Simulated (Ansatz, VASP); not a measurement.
# One calculation of MgB2, two programs

Contents of INCAR:

```
PREC = Accurate
ENCUT = 600
EDIFF = 1E-6
ISMEAR = -1
SIGMA = 0.0272
LREAL = F
LASPH = T
NELM = 120
ALGO = Normal
ISIF = 2
LWAVE = F
LCHARG = F
GGA = PS
NBANDS = 11
GGA_COMPAT = F
```

Contents of KPOINTS:

```
regular mesh
0
Gamma
  8 8 6
```

File POSCAR:

```
MgB2
1.0
    3.0850000000      0.0000000000      0.0000000000
   -1.5425000000      2.6716883707      0.0000000000
    0.0000000000      0.0000000000      3.5230000000
Mg B
1 2
Direct
    0.0000000000      0.0000000000      0.0000000000
    0.3333333333      0.6666666667      0.5000000000
    0.6666666667      0.3333333333      0.5000000000
```

Input for Ansatz:

```yaml
crystal:
  lattice:
    - [3.08500000001, 0.0, 0.0]
    - [-1.54250000001, 2.67168837068, 0.0]
    - [0.0, 0.0, 3.523]
  atoms:
    - { symbol: Mg, position: [0.0, 0.0, 0.0] }
    - { symbol: B, position: [0.333333333333, 0.666666666667, 0.5] }
    - { symbol: B, position: [0.666666666667, 0.333333333333, 0.5] }
kpoints:
  mp_grid: { grid: [8, 8, 6] }
scf:
  occupations: { method: fermi_dirac, width: 0.0272 }
hamiltonian:
  xc: pbesol
  pseudopotentials: { kind: all_electron, lapw: { basis_error: 0.001 } }
output:
  forces: true
  stress: true
  eigenvalues: true
  eigenstates:
    nscf_kmesh: { grid: [14, 14, 10] }
    de_dk: true
    e_range: [-14, 14]
  optics:
    e_range: [0, 30]
    de: 0.2
    sigma: 0.15
    bands: { spectra_wanted_up_to: 30 }
    nscf_kmesh: { grid: [14, 14, 10] }
    drude_damping: 0.136
checkpoint:
  write: ck
  write_wavefunctions: false
```

Alike in both runs: task single point; functional PBEsol; k mesh 8 × 8 × 6; occupations fermi-dirac, width 0.0272 eV; no spin polarisation.

|  | VASP | Ansatz |
| --- | --- | --- |
| version | VASP 6.6.1 | Ansatz 0.2.0 |
| potentials or method | VASP PAW PBE potentials, release 64 (Mg, B), cutoff 600 eV | all-electron LAPW, scalar-relativistic |

Ansatz gave:

* pressure (GPa): -3.1
* traceless stress, the component that is largest in VASP (GPa): -0.77

**Question.** Which values does VASP return?

**Answer.** Pressure (GPa): -3.0; traceless stress, the component that is largest in VASP (GPa): -0.95.

VASP's potentials were made for PBE, not for PBEsol. Ansatz ran all-electron here, and VASP with PAW potentials. Ansatz's warnings: optics on partly filled bands.
